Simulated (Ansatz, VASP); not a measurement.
**One calculation of WS2, two programs**

```
S W
1.0
     3.12363    0.00000    0.00000
    -1.56181    2.70514    0.00000
     0.00000    0.00000   30.08000
S W
2 1
Direct
  0.66667 0.33333 0.23263
  0.66667 0.33333 0.33718
  0.33333 0.66667 0.28491
```

Alike in both runs: functional PBEsol; dispersion D3(BJ); k mesh 12 × 12 × 1; occupations gaussian, width 0.03 eV; no spin polarisation.

Ansatz relaxed the structure, and its values are those at the end. VASP's run is a single point on that final structure, the one shown.

```csv
,VASP,Ansatz
version,VASP 6.6.1,Ansatz 0.2.0
potentials or method,"VASP PAW PBE potentials, release 64 (S, W_sv), cutoff 400 eV","scalar-relativistic, plane waves, PAW"
valence electrons in the cell,26,26
```

```csv
,VASP,Ansatz,Ansatz less VASP
gap on the k mesh at the Fermi level (eV),1.99,1.99,-0.001
least direct gap on the mesh (eV),2.04,2.04,-0.005
rms of the force components (eV/Å),0.010,0.001,-0.0099
```

VASP's potentials were made for PBE, not for PBEsol. Ansatz's warnings: slab cell height set, structure snapped to symmetry.

Spin-orbit coupling is off throughout.
